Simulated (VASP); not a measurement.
Here is a VASP 6.6.1 calculation.

INCAR

```
SYSTEM = Al12HO
ALGO = Fast ; DIPOL = 0.5 0.5 0.288
EDIFF = 1E-7 ; ENCUT = 520
GGA = PE ; IDIPOL = 3
ISIF = 2 ; ISMEAR = 0
ISPIN = 2 ; LASPH = .TRUE.
LCHARG = .FALSE. ; LDIPOL = .TRUE.
LORBIT = 11 ; LREAL = .FALSE.
LWAVE = .FALSE. ; MAGMOM = 0 0 0 0 0 0 0 0 0 0 0 0 1 0
NBANDS = 38 ; NELM = 150
PREC = Accurate ; SIGMA = 0.1
```

KPOINTS

```
k-points
0
G
  5 5 1
  0 0 0
```

File POSCAR:

```
Al12HO
1.0
    5.7143028096      0.0000000000      0.0000000000
    0.0000000000      5.7143028096      0.0000000000
    0.0000000000      0.0000000000     22.1750227687
Al O H
12 1 1
Direct
    0.2500000000      0.2500000000      0.1803831293
    0.2500000000      0.7500000000      0.1803831293
    0.7500000000      0.2500000000      0.1803831293
    0.7500000000      0.7500000000      0.1803831293
    0.0000000000      0.0000000000      0.2744094920
    0.0000000000      0.5000000000      0.2744094920
    0.5000000000      0.0000000000      0.2744094920
    0.5000000000      0.5000000000      0.2744094920
    0.2500000000      0.2500000000      0.3686590473
    0.2500000000      0.7500000000      0.3686590473
    0.7500000000      0.2500000000      0.3686590473
    0.7500000000      0.7500000000      0.3686590473
    0.5000000000      0.5000000000      0.3560322283
    0.5874997382      0.5874997382      0.3879197618
```

Potentials or basis: VASP PAW PBE potentials, release 64 (Al, O, H).

Command:

```console
$ cat potpaw_PBE.64/Al/POTCAR potpaw_PBE.64/O/POTCAR potpaw_PBE.64/H/POTCAR > POTCAR
$ mpirun -np 1 vasp_std > vasp.out
```

Task: Estimate the largest force.

Result: 8.868 eV/Å.

Task: Predict the net moment.

Result: 0.00 μB per cell.

Forces on the atoms (eV/Å):
```
Al  -0.038 -0.038  0.018
Al  -0.031  0.026  0.133
Al   0.026 -0.031  0.133
Al   0.024  0.024  0.097
Al  -0.031 -0.031 -0.183
Al   0.024 -0.023  0.089
Al  -0.023  0.024  0.089
Al   0.039  0.039 -2.662
Al  -1.209 -1.209  0.159
Al  -1.557  1.487  0.110
Al   1.487 -1.557  0.110
Al   6.145  6.145 -1.767
O   -3.083 -3.083 -1.794
H   -1.773 -1.773  5.466
```
